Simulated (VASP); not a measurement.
Sb2S:

```
CELL_PARAMETERS angstrom
4.89555 0.00000 0.00000
-2.44778 4.23967 0.00000
0.00000 0.00000 3.53065
ATOMIC_POSITIONS crystal
Sb 0.33333 0.66667 0.50000
Sb 0.66667 0.33333 0.50000
S 0.00000 0.00000 0.00000
```

- Program: VASP 6.6.1
- Task: relaxation of cell and atoms
- Functional: PBE
- Potentials or basis: VASP PAW PBE potentials, release 64 (Sb, S)
- Cutoff: 600 eV
- k mesh: 12 × 12 × 14
- Occupations: gaussian, width 0.1 eV
- Spin: no spin polarisation

At the start: pressure 1.9 GPa; volume 24.43 Å³/atom.

**Question.** How do energy, volume and symmetry change on relaxing?

**Answer.** Over 14 steps the energy falls by 80.8 meV/atom and the volume is 23.86 Å³/atom (-2.3 %); space group P6/mmm (No. 191, to 0.05 Å).

Step by step:
```csv
step,energy change (eV),largest force (eV/Å),pressure (GPa),volume (Å³)
1,0.0000,0.0000,1.85,73.28
2,-0.0945,0.0000,-2.22,76.21
3,-0.0947,0.0000,-2.02,76.03
4,-0.1328,0.0000,-0.48,73.34
5,-0.1506,0.0000,1.88,70.24
6,-0.1743,0.0000,2.06,69.81
7,-0.2169,0.0000,2.83,68.82
8,-0.2127,0.0000,3.17,68.49
9,-0.2172,0.0000,2.91,68.73
10,-0.2374,0.0000,1.02,70.49
11,-0.2379,0.0000,0.68,70.85
12,-0.2417,0.0000,0.25,71.28
13,-0.2425,0.0000,-0.06,71.62
14,-0.2425,0.0000,-0.04,71.59
```

Final structure:
```yaml
crystal:
  lattice:
    - [5.21970, 0.00000, 0.00000]
    - [-2.60985, 4.52039, 0.00000]
    - [0.00000, 0.00000, 3.03399]
  atoms:
    - { symbol: Sb, position: [0.33333, 0.66667, 0.50000] }
    - { symbol: Sb, position: [0.66667, 0.33333, 0.50000] }
    - { symbol: S, position: [0.00000, 0.00000, 0.00000] }
```
